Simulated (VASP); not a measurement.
## MgS: single point with PBE+D3(BJ)

Crystal: MgS.

```xyz
8
Lattice="3.9913 0.0000 0.0000 -1.9956 3.4565 0.0000 0.0000 0.0000 12.9119" Properties=species:S:1:pos:R:3 pbc="T T T"
Mg    1.9956    1.1522    0.4939
Mg    0.0000    0.0000    3.7100
Mg    0.0000    0.0000   10.1659
Mg    0.0000    2.3044    6.9498
S     1.9956    1.1522    2.9295
S     0.0000    0.0000   -0.3034
S     0.0000    0.0000    6.1525
S     0.0000    2.3044    9.3854
```

```
Program             : VASP 6.6.1
Task                : single point
Functional          : PBE
Dispersion          : D3(BJ)
Potentials or basis : VASP PAW PBE potentials, release 64 (Mg, S)
Cutoff              : 520 eV
k mesh              : 6 × 6 × 2
Occupations         : gaussian, width 0.1 eV
Spin                : no spin polarisation
```

```yaml
Pressure: -0.1 GPa
Band_gap_on_the_k_mesh: 3.55 eV
Dispersion_energy_per_atom: -0.276 eV
```

Forces on the atoms (eV/Å):
```
Mg   0.000  0.000 -0.002
Mg   0.000  0.000  0.001
Mg   0.000  0.000  0.001
Mg   0.000  0.000 -0.002
S    0.000  0.000 -0.001
S    0.000  0.000  0.002
S    0.000  0.000  0.002
S    0.000  0.000 -0.001
```

Levels at points of the mesh, in eV from the valence-band top:
```
           k point  band 14  band 15  band 16  band 17  band 18  band 19
(0.00, 0.00, 0.00)    -0.06    -0.06     0.00     3.55     4.96     4.99
(0.50, 0.00, 0.00)    -0.76    -0.48    -0.39     4.16     4.40     5.34
(0.00, 0.00, 0.50)    -0.12    -0.12    -0.12     4.22     4.22     5.09
(0.50, 0.00, 0.50)    -0.77    -0.52    -0.52     4.50     4.50     5.25
```

It took 2.7 min on 1 thread of Intel Xeon 8259CL, on a shared host, peak memory 0.29 GiB.
